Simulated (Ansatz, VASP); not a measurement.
**Two plane-wave programs on AlGa2N2**

```
CELL_PARAMETERS angstrom
3.40764 0.00000 0.00000
0.00000 3.40764 0.00000
0.00000 0.00000 6.78097
ATOMIC_POSITIONS crystal
Al 0.50000 0.50000 0.00000
Ga 0.50000 0.50000 0.70834
Ga 0.50000 0.50000 0.29166
N 0.00000 0.50000 0.50000
N 0.50000 0.00000 0.50000
```

Alike in both runs: task relaxation of cell and atoms; functional PBE; k mesh 6 × 6 × 4; occupations gaussian, width 0.1 eV; no spin polarisation.

|  | VASP | Ansatz |
| --- | --- | --- |
| version | VASP 6.6.1 | Ansatz 0.2.0 |
| potentials or method | VASP PAW PBE potentials, release 64 (Al, Ga_d, N), cutoff 600 eV | scalar-relativistic, plane waves, PAW |
| valence electrons in the cell | 39 | 39 |

```csv
,VASP,Ansatz,Ansatz less VASP
"gap on the k mesh at the Fermi level, each at its own relaxed structure (eV)",none,none,-
relaxed volume (Å³/atom),16.60,16.54,-0.059
relaxed length of the cell vector where the two differ most in proportion (Å),3.319,3.314,-0.0058
```

A gap of «none» marks a metal or a gap that the smearing closes.
